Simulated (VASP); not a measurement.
Here is a VASP 6.6.1 calculation.

INCAR

```
ALGO = Normal
EDIFF = 1E-7
ENCUT = 520
GGA = PE
ISIF = 2
ISMEAR = -1
LASPH = True
LCHARG = True
LELF = True
LREAL = False
LVHAR = True
LWAVE = False
NBANDS = 16
NELM = 80
PREC = Accurate
SIGMA = 0.05
```

File KPOINTS:

```
k-points
0
Gamma
  7 7 4
```

File POSCAR:

```
NaLa
1.0
    3.6783757841      0.0000000000      0.0000000000
   -1.8391878920      3.1855668737      0.0000000000
    0.0000000000      0.0000000000      6.4837820000
La Na
1 1
Direct
    0.3333333333      0.6666666667      0.5000000000
    0.0000000000      0.0000000000      0.0000000000
```

Potentials or basis: VASP PAW PBE potentials, release 64 (La, Na_pv).

The run is started by

```bash
$ cat potpaw_PBE.64/La/POTCAR potpaw_PBE.64/Na_pv/POTCAR > POTCAR
$ mpirun -np 1 vasp_std > vasp.out
```

Task: Predict the band gap on the k mesh.

Result: Zero (band 9 reaches 4.35 eV, above the bottom of band 10 at 3.71 eV).

Task: Predict the pressure.

Result: -0.9 GPa.

Stress tensor (GPa, compression positive):
```
-1.31  0.00  0.00
 0.00 -1.31  0.00
 0.00  0.00 -0.04
```

Caveat: spin-orbit coupling is left out, which moves the levels of the heavy elements.
